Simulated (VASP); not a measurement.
Input of a VASP 6.6.1 run:

INCAR

```
ALGO     = Normal         # electronic algorithm
EDIFF    = 1E-6           # SCF threshold, eV
ENCUT    = 600            # plane-wave cutoff, eV
GGA      = PE             # functional
GGA_COMPAT= F            
ISIF     = 2              # what is computed and relaxed
ISMEAR   = 0              # smearing method
ISYM     = 0            
LASPH    = T              # aspherical terms in the spheres
LCHARG   = F              # write CHGCAR
LDAU     = T              # DFT+U
LDAUJ    = 0 0          
LDAUL    = -1 1           # shell
LDAUPRINT= 1            
LDAUTYPE = 2            
LDAUU    = 0 6.3          # U, eV
LREAL    = F              # projectors in reciprocal space
LWAVE    = F              # write WAVECAR
NBANDS   = 11             # bands
NELM     = 200            # most SCF steps
PREC     = Accurate       # precision mode
SIGMA    = 0.1            # smearing width, eV
```

The input KPOINTS:

```
k-points
0
Gamma
  5 7 7
```

The input POSCAR:

```
MgS
1.0
    0.0000000000      2.8331200468      2.8331200468
    2.8331200468      0.0000000000      2.8331200468
    2.8331200468      2.8331200468      0.0000000000
Mg S
1 1
Direct
    0.0000000000      0.0000000000      0.0000000000
    0.7500000000      0.7500000000      0.7500000000
```

Potentials or basis: VASP PAW PBE potentials, release 64 (Mg, S).

The run is started by

```bash
$ cat potpaw_PBE.64/Mg/POTCAR potpaw_PBE.64/S/POTCAR > POTCAR
$ mpirun -np 1 vasp_std > vasp.out
```

Problem. What does it give for the band gap on the k mesh?

Solution. 3.25 eV.

Problem. What does it give for the pressure?

Solution. 1.8 GPa.
